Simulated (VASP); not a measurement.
Input of a VASP 6.6.1 run:

The input POSCAR:

```
Eu
1.0
    0.0000000000      2.8260082505      2.8260082505
    2.8260082505      0.0000000000      2.8260082505
    2.8260082505      2.8260082505      0.0000000000
Eu
1
Direct
    0.0000000000      0.0000000000      0.0000000000
```

File INCAR.step1:

```
PREC = Accurate
ENCUT = 520
ISMEAR = -1
SIGMA = 0.1
LREAL = False
LASPH = True
NELM = 150
ISPIN = 2
MAGMOM = 4.9
LMAXMIX = 6
NBANDS = 18
GGA = PE
ALGO = Normal
EDIFF = 1E-4
LWAVE = True
LCHARG = False
```

The input INCAR.step2:

```
PREC = Accurate
ENCUT = 520
EDIFF = 1E-6
ISMEAR = -1
SIGMA = 0.1
LREAL = False
LASPH = True
NELM = 150
ALGO = Normal
ISIF = 2
LWAVE = False
LCHARG = True
ISPIN = 2
MAGMOM = 4.9
LORBIT = 11
LMAXMIX = 6
METAGGA = R2SCAN
LMIXTAU = True
LELF = True
LVHAR = True
NBANDS = 18
ISTART = 1
```

KPOINTS

```
regular mesh
0
Gamma
  7 7 7
```

Potentials or basis: VASP PAW PBE potentials, release 64 (Eu).

Launch:

```bash
$ cat potpaw_PBE.64/Eu/POTCAR > POTCAR
$ cp INCAR.step1 INCAR
$ mpirun -np 1 vasp_std > vasp.out
$ cp INCAR.step2 INCAR
$ mpirun -np 1 vasp_std > vasp.out
```

Problem. Predict the pressure.

Solution. -1.1 GPa.

Problem. Predict the net moment.

Solution. 7.89 μB per cell.

Caveat: the PAW data sets were made with another functional, which shifts forces and pressure a little. The state reached can hang on the start; a lower one may exist.
